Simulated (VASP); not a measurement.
# Ni (P6_3/mmc) in VASP: further runs

Runs on Ni. Level: PBE. Tasks: single point.

Everything below comes from runs of VASP 6.6.1. Logs are shortened: lines on timing, memory, paths and dates and some standing lists are left out, and cuts for length are marked.

## (1) The cell of the first run

Symmetry: P6_3/mmc, No. 194, hexagonal system. Conventional cell: a = 2.487 Å, b = 2.487 Å, c = 8.144 Å, α = 90.00°, β = 90.00°, γ = 120.00°. Ni (site symmetry -3m) has 12 Ni at 2.49 Å within 3.3 Å. Within 3.3 Å of Ni (site symmetry -6m2) lie 12 Ni at 2.49 Å.

This isn't the form of Ni at room conditions, which is fcc.

## (2) Single point, PBE, collinear spin, ferromagnetic start

INCAR reads:

```
SYSTEM = Ni
ALGO     = Normal         ! electronic algorithm
EDIFF    = 1E-7           ! SCF threshold, eV
ENCUT    = 520            ! plane-wave cutoff, eV
GGA      = PE             ! functional
ISIF     = 2              ! what is computed and relaxed
ISMEAR   = -1             ! smearing method
ISPIN    = 2              ! spin polarisation
LASPH    = .True.         ! aspherical terms in the spheres
LCHARG   = .False.        ! write CHGCAR
LMAXMIX  = 4              ! l up to which the mixer works
LORBIT   = 11             ! projections on sites
LREAL    = .False.        ! projectors in reciprocal space
LWAVE    = .False.        ! write WAVECAR
MAGMOM   = 0.8 0.8 0.8 0.8 ! initial moments
NBANDS   = 32             ! bands
NELM     = 150            ! most SCF steps
PREC     = Accurate       ! precision mode
SIGMA    = 0.05           ! smearing width, eV
```

KPOINTS reads:

```
k-points
0
Gamma
  14 14 4
  0 0 0
```

POSCAR reads:

```
Ni
1.0
    2.4874413566      0.0000000000      0.0000000000
   -1.2437206783      2.1541874053      0.0000000000
    0.0000000000      0.0000000000      8.1443328061
Ni
4
Direct
    1.0000000000      1.0000000000      0.0000000000
    1.0000000000      1.0000000000      0.5000000000
    0.3333333333      0.6666666667      0.2500000000
    0.6666666667      0.3333333333      0.7500000000
```

Potentials or basis: VASP PAW PBE potentials, release 64 (Ni).

Run with:

```
cat potpaw_PBE.64/Ni/POTCAR > POTCAR
mpirun -np 1 vasp_std > vasp.out
```

OUTCAR:

```text
SYSTEM = Ni
   EDIFF = 1E-7
   ENCUT = 520
   GGA = PE
   ISIF = 2
   ISMEAR = -1
   ISPIN = 2
   LASPH = .True.
   LORBIT = 11
   LREAL = .False.
   NELM = 150
   PREC = Accurate

 ion  position               nearest neighbor table
   1  0.000  0.000  0.000-   3 2.49   4 2.49   4 2.49   3 2.49   4 2.49   3 2.49
   2  0.000  0.000  0.500-   3 2.49   4 2.49   4 2.49   3 2.49   4 2.49   3 2.49
   3  0.333  0.667  0.250-   1 2.49   2 2.49   1 2.49   2 2.49   1 2.49   2 2.49
   4  0.667  0.333  0.750-   1 2.49   2 2.49   1 2.49   2 2.49   1 2.49   2 2.49

  LATTYP: Found a hexagonal cell.
 ALAT       =     2.4874413566
 C/A-ratio  =     3.2741808302

  Lattice vectors:

 A1 = (   2.4874413566,   0.0000000000,   0.0000000000)
 A2 = (  -1.2437206783,   2.1541874053,   0.0000000000)
 A3 = (   0.0000000000,   0.0000000000,   8.1443328061)

Analysis of symmetry for initial positions (statically):
=====================================================================
 Subroutine PRICEL returns:
 Original cell was already a primitive cell.

 Routine SETGRP: Setting up the symmetry group for a
 hexagonal supercell.

 Subroutine GETGRP returns: Found 24 space group operations
 (whereof 12 operations were pure point group operations)
 out of a pool of 24 trial point group operations.

The static configuration has the point symmetry D_3d.
 The point group associated with its full space group is D_6h.

Analysis of symmetry for dynamics (positions and initial velocities):
=====================================================================
 Subroutine PRICEL returns:
 Original cell was already a primitive cell.

 Routine SETGRP: Setting up the symmetry group for a
 hexagonal supercell.

 Subroutine GETGRP returns: Found 24 space group operations
 (whereof 12 operations were pure point group operations)
 out of a pool of 24 trial point group operations.

The dynamic configuration has the point symmetry D_3d.
 The point group associated with its full space group is D_6h.

Analysis of structural, dynamic, and magnetic symmetry:
=====================================================================
 Subroutine PRICEL returns:
 Original cell was already a primitive cell.

 Routine SETGRP: Setting up the symmetry group for a
 hexagonal supercell.

 Subroutine GETGRP returns: Found 24 space group operations
 (whereof 12 operations were pure point group operations)
 out of a pool of 24 trial point group operations.

The overall configuration has the point symmetry D_3d.
 The point group associated with its full space group is D_6h.

 Subroutine INISYM returns: Found 24 space group operations
 (whereof 12 operations are pure point group operations),
 and found     1 'primitive' translations

----------------------------------------------------------------------------------------

                                     Primitive cell

  volume of cell :      43.6407

  direct lattice vectors                    reciprocal lattice vectors
     2.487441357  0.000000000  0.000000000     0.402019528  0.232106083  0.000000000
    -1.243720678  2.154187405  0.000000000     0.000000000  0.464212165  0.000000000
     0.000000000  0.000000000  8.144332806     0.000000000  0.000000000  0.122784766

  length of vectors
     2.487441357  2.487441357  8.144332806     0.464212165  0.464212165  0.122784766

  position of ions in fractional coordinates (direct lattice)
     0.000000000  0.000000000  0.000000000
     0.000000000  0.000000000  0.500000000
     0.333333333  0.666666667  0.250000000
     0.666666667  0.333333333  0.750000000

  ion indices of the primitive-cell ions
   primitive index   ion index
                 1           1
                 2           2
                 3           3
                 4           4

----------------------------------------------------------------------------------------

 KPOINTS: k-points

Automatic generation of k-mesh.
 Grid dimensions read from file:
 generate k-points for:   14   14    4

 Generating k-lattice:

  Cartesian coordinates                     Fractional coordinates (reciprocal lattice)
     0.028715681  0.016579006  0.000000000     0.071428571  0.000000000  0.000000000
     0.000000000  0.033158012  0.000000000     0.000000000  0.071428571  0.000000000
     0.000000000  0.000000000  0.030696192     0.000000000  0.000000000  0.250000000

  Length of vectors
     0.033158012  0.033158012  0.030696192

  Shift w.r.t. Gamma in fractional coordinates (k-lattice)
     0.000000000  0.000000000  0.000000000

 Subroutine IBZKPT returns following result:
 ===========================================

 Found     72 irreducible k-points:

 Following reciprocal coordinates:
            Coordinates               Weight
  0.000000  0.000000  0.000000      1.000000
  0.071429 -0.000000  0.000000      6.000000
  0.142857 -0.000000  0.000000      6.000000
  0.214286  0.000000  0.000000      6.000000
  0.285714 -0.000000  0.000000      6.000000
  0.357143 -0.000000  0.000000      6.000000
[... 16 lines left out ...]
  0.285714  0.285714  0.000000      6.000000
  0.357143  0.285714  0.000000      6.000000
 [... further k-points ...]
   k-points           NKPTS =     72   k-points in BZ     NKDIM =     72   number of bands    NBANDS=     32
   number of dos      NEDOS =    301   number of ions     NIONS =      4
   total plane-waves  NPLWV =  20736
   dimension x,y,z NGX =    18 NGY =   18 NGZ =   64
   dimension x,y,z NGXF=    36 NGYF=   36 NGZF=  128
   ions per type =               4
   NGX,Y,Z   is equivalent  to a cutoff of  12.03, 12.03, 13.06 a.u.
   NGXF,Y,Z  is equivalent  to a cutoff of  24.06, 24.06, 26.13 a.u.
 SYSTEM =  Ni
   PREC   = accura    normal or accurate (medium, high low for compatibility)
   ISTART =      0    job   : 0-new  1-cont  2-samecut
   ICHARG =      2    charge: 1-file 2-atom 10-const
   ISPIN  =      2    spin polarized calculation?
   LNONCOLLINEAR =      F non collinear calculations
   LSORBIT =      F    spin-orbit coupling
   LASPH  =      T    aspherical Exc in radial PAW
   ENCUT  =  520.0 eV  38.22 Ry    6.18 a.u.   4.62  4.62 15.14*2*pi/ulx,y,z
   NELM   =    150;   NELMIN=  2; NELMDL= -5     # of ELM steps
   EDIFF  = 0.1E-06   stopping-criterion for ELM
   LREAL  =      F    real-space projection
   EDIFFG = 0.1E-05   stopping-criterion for IOM
   NSW    =      0    number of steps for IOM
   IBRION =     -1    ionic relax: 0-MD 1-quasi-New 2-CG
   NFREE  =      0    steps in history (QN), initial steepest desc. (CG)
   ISIF   =      2    stress and relaxation
   ISYM   =      2    0-nonsym 1-usesym 2-fastsym
   POTIM  = 0.5000    time-step for ionic-motion
   TEBEG  =    0.0;   TEEND  =   0.0 temperature during run
   PSTRESS=    0.0 pullay stress
   NELECT =      40.0000    total number of electrons
   NUPDOWN=      -1.0000    fix difference up-down
   EMIN   =  10.00;   EMAX   =-10.00  energy-range for DOS
   EFERMI =   0.00;   METHOD = LEGACY
   ISMEAR =    -1;   SIGMA  =   0.05  broadening in eV -4-tet -1-fermi 0-gaus
   EFERMI_NEDOS =   21; number of points for ismear=-14 and -15
   IALGO  =     38    algorithm
   IMIX   =      4    mixing-type and parameters
     AMIX     =   0.40;   BMIX     =  1.00
     AMIX_MAG =   1.60;   BMIX_MAG =  1.00
  volume/ion in A,a.u.               =      10.91        73.63
  Fermi-wavevector in a.u.,A,eV,Ry     =   1.590246  3.005129 34.407517  2.528881
  Thomas-Fermi vector in A             =   2.688970
   LORBIT       =     11    0 simple, 1 ext, 2 COOP (PROOUT), +10 PAW based schemes
   GGA     = PE    functional components
   LHFCALC =     F    Hartree Fock is set to
   AEXX    =    0.0000 exact exchange contribution
   IVDW    =     0    specifies the selected vdW correction
   LEPSILON=     F    determine dielectric tensor
   LRPA    =     F    only Hartree local field effects (RPA)
 spin polarized calculation
  energy-cutoff  :      520.00
  volume of cell :       43.64
 maximum number of plane-waves:      1194
   NGX =  9   NGY =  9   NGZ = 31

 number of electron      40.0000062 magnetization       2.4633823

 Free energy of the ion-electron system (eV)
  ---------------------------------------------------
  ext. energy  EPLUGINS =         0.00000000
  ---------------------------------------------------
  free energy    TOTEN  =       -21.85658477 eV

  energy without entropy =      -21.79180269  energy(sigma->0) =      -21.82419373

 E-fermi :   9.3438     XC(G=0): -13.2384

 val. band max:        9.3422237756   @ k =   0.3571   0.0714   0.2500
 cond. band min:       9.3440072230   @ k =   0.2857   0.1429   0.2500
 fundamental gap:      0.0017834474
 Fermi energy:         9.3437628927

 spin component 1

 k-point     1 :       0.0000    0.0000    0.0000
  band No.  band energies     occupation
      1       0.3467      1.00000
      2       2.5649      1.00000
      3       2.5695      1.00000
      4       4.5266      1.00000
      5       6.5838      1.00000
      6       6.6500      1.00000
[... 829 lines left out ...]
     31      22.3483      0.00000
     32      22.6254      0.00000

 [... further k-points ...]

 spin component 2

 k-point     1 :       0.0000    0.0000    0.0000
  band No.  band energies     occupation
      1       0.3109      1.00000
      2       2.5586      1.00000
      3       2.5607      1.00000
      4       4.9387      1.00000
      5       7.2373      1.00000
      6       7.2418      1.00000
[... 829 lines left out ...]
     31      22.4553      0.00000
     32      22.7324      0.00000

 [... further k-points ...]

------------------------ aborting loop because EDIFF is reached ----------------------------------------

  FORCE on cell =-STRESS in cart. coord.  units (eV):
  Direction    XX          YY          ZZ          XY          YZ          ZX
  --------------------------------------------------------------------------------------
  -------------------------------------------------------------------------------------
  Total       -0.0446928     -0.0446928     -0.0220425     -0.0000000      0.0000000      0.0000000
  in kB       -1.6408039     -1.6408039     -0.8092444     -0.0000000      0.0000000      0.0000000
  external PRESSURE =      -1.3636174 kB  Pullay stress =       0.0000000 kB

 VOLUME and BASIS-vectors are now :
 -----------------------------------------------------------------------------
  energy-cutoff  :      520.00
  volume of cell :       43.64
      direct lattice vectors                 reciprocal lattice vectors
     2.487441357  0.000000000  0.000000000     0.402019528  0.232106083  0.000000000
    -1.243720678  2.154187405  0.000000000     0.000000000  0.464212165  0.000000000
     0.000000000  0.000000000  8.144332806     0.000000000  0.000000000  0.122784766

 POSITION                                       TOTAL-FORCE (eV/Angst)
 -----------------------------------------------------------------------------------
      0.00000      0.00000      0.00000        -0.000000      0.000000     -0.000000
      0.00000      0.00000      4.07217        -0.000000      0.000000     -0.000000
     -0.00000      1.43612      2.03608         0.000000     -0.000000     -0.000000
      1.24372      0.71806      6.10825         0.000000      0.000000      0.000000
 -----------------------------------------------------------------------------------
    total drift:                                0.000000     -0.000000      0.000000

  FREE ENERGIE OF THE ION-ELECTRON SYSTEM (eV)
  ---------------------------------------------------
  free  energy   TOTEN  =       -21.8565847748 eV

  energy  without entropy=      -21.7918026884  energy(sigma->0) =      -21.82419373

 total charge

# of ion       s       p       d       tot
------------------------------------------
    1        0.495   0.494   8.316   9.305
    2        0.495   0.494   8.316   9.305
    3        0.496   0.496   8.314   9.305
    4        0.496   0.496   8.314   9.305
--------------------------------------------------
tot          1.982   1.979  33.260  37.222

 magnetization (x)

# of ion       s       p       d       tot
------------------------------------------
    1       -0.006  -0.025   0.653   0.622
    2       -0.006  -0.025   0.653   0.622
    3       -0.006  -0.025   0.665   0.634
    4       -0.006  -0.025   0.665   0.634
--------------------------------------------------
tot         -0.024  -0.100   2.637   2.512
```

Run time: 6.3 min. Hardware: 1 thread of Intel Xeon 8259CL, shared host; peak memory 0.26 GiB.

Results:

```yaml
Free_energy: -21.8566 eV
Pressure: -0.1 GPa
Net_moment: 2.46 μB per cell
Site_moments: Ni +0.62, +0.63 (each value once) μB
Valence_electrons_inside_the_program's_atomic_spheres: Ni 9.30
```

## (3) Single point, PBE, collinear spin, ferromagnetic start (9.60 Å³/atom)

This run uses another cell than the first one, of 9.60 Å³/atom.

INCAR reads:

```
SYSTEM = Ni
  ALGO = Normal
  EDIFF = 1E-6
  ENCUT = 520
  GGA = PE
  ISIF = 2
  ISMEAR = -1
  ISPIN = 2
  LASPH = .TRUE.
  LCHARG = .FALSE.
  LMAXMIX = 4
  LORBIT = 11
  LREAL = .FALSE.
  LWAVE = .FALSE.
  MAGMOM = 0.68 0.68 0.691 0.691
  NBANDS = 32
  NELM = 150
  PREC = Accurate
  SIGMA = 0.05
```

KPOINTS reads:

```
k-points
0
G
  19 19 5
  0 0 0
```

POSCAR reads:

```
Ni
1.0
    2.3836751819      0.0000000000      0.0000000000
   -1.1918375909      2.0643232619      0.0000000000
    0.0000000000      0.0000000000      7.8045835859
Ni
4
Direct
    1.0000000000      1.0000000000      0.0000000000
    1.0000000000      1.0000000000      0.5000000000
    0.3333333333      0.6666666667      0.2500000000
    0.6666666667      0.3333333333      0.7500000000
```

Potentials or basis: VASP PAW PBE potentials, release 64 (Ni).

Run with:

```
cat potpaw_PBE.64/Ni/POTCAR > POTCAR
mpirun -np 1 vasp_std > vasp.out
```

Wall time 8 min (1 thread of Intel Xeon 8259CL, shared host); peak memory 0.31 GiB.

It converged, with:

```
Free energy                                           : -21.3773 eV
Pressure                                              : 33.7 GPa
Net moment                                            : 2.32 μB per cell
Site moments                                          : Ni +0.57, +0.59 (each value once) μB
Valence electrons inside the program's atomic spheres : Ni 9.56
```

Stress tensor (GPa, compression positive):
```
33.57  0.00  0.00
 0.00 33.57  0.00
 0.00  0.00 34.10
```

Levels at points of the mesh, in eV from the Fermi level:
Spin up:
```csv
k point,band 18,band 19,band 20,band 21,band 22,band 23,band 24,band 25
"(0.00, 0.00, 0.00)",-1.28,-1.28,-1.00,-1.00,-0.60,-0.60,-0.56,6.60
```
Spin down:
```tsv
k point	band 16	band 17	band 18	band 19	band 20	band 21
(0.00, 0.00, 0.00)	-1.04	-1.04	-0.66	-0.66	-0.60	-0.36
```

Caveat: the cell stands under pressure.
